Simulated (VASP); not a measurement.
Write the native input for VASP 6.6.1 that does the following.

```yaml
Task: single point
Functional: PBEsol
Potentials_or_basis: VASP PAW PBE potentials, release 64 (Cu, O)
Cutoff: 520 eV
k_mesh: 7 × 7 × 4
Occupations: gaussian, width 0.05 eV
Spin: collinear spin, antiferromagnetic start
Starting_moments: "[-0.6, 0.6, 0.0, 0.0] μB"
Hubbard_terms: Cu d U = 6.0 eV, J = 0.7 eV
Dipole_correction: no
LDAUTYPE: 1
Hund's_J: 0.7
Further_INCAR_settings: ALGO = Normal; EDIFF = 1e-07; NBANDS = 29
```

The structure of CuO lies in POSCAR:

```
CuO
1.0
    2.3446497600     -1.7133998200      0.0000000000
    2.3446497600      1.7133998200      0.0000000000
   -0.8605499100      0.0000000000      5.0594394800
Cu O
2 2
Direct
    0.0032000000      0.4968000000      0.0000000000
    0.4968000000      0.0032000000      0.5000000000
    0.5714000000      0.4056000000      0.2537000000
    0.4056000000      0.5714000000      0.7537000000
```

The input as run:

INCAR

```
SYSTEM = CuO
  ALGO = Normal
  EDIFF = 1E-7
  ENCUT = 520
  GGA = PS
  ISIF = 2
  ISMEAR = 0
  ISPIN = 2
  LASPH = .True.
  LCHARG = .False.
  LDAU = .True.
  LDAUJ = 0.7 0
  LDAUL = 2 -1
  LDAUPRINT = 1
  LDAUTYPE = 1
  LDAUU = 6 0
  LMAXMIX = 4
  LORBIT = 11
  LREAL = .False.
  LWAVE = .False.
  MAGMOM = -0.6 0.6 0 0
  NBANDS = 29
  NELM = 150
  PREC = Accurate
  SIGMA = 0.05
```

KPOINTS

```
k-points
0
Gamma
  7 7 4
  0 0 0
```

Potentials or basis: VASP PAW PBE potentials, release 64 (Cu, O).

Run with:

```sh
$ cat potpaw_PBE.64/Cu/POTCAR potpaw_PBE.64/O/POTCAR > POTCAR
$ mpirun -np 1 vasp_std > vasp.out
```

It gave:

```json
{
  "Pressure": "-5.7 GPa",
  "Largest force": "0.706 eV/Å",
  "Band gap on the k mesh": "0.94 eV, indirect (least direct gap 1.18 eV)",
  "Net moment": "0.00 μB per cell",
  "Site moments": "Cu -0.61, +0.61; O +0.00, -0.00 μB",
  "Valence electrons inside the program's atomic spheres": "Cu 9.94; O 4.97"
}
```

Caveat: the PAW data sets were made with another functional, which shifts forces and pressure a little.

Run time: 3.2 min on 1 thread of Oxide Virtual Turin-like Processor, with other jobs on the host, peak memory 0.21 GiB.
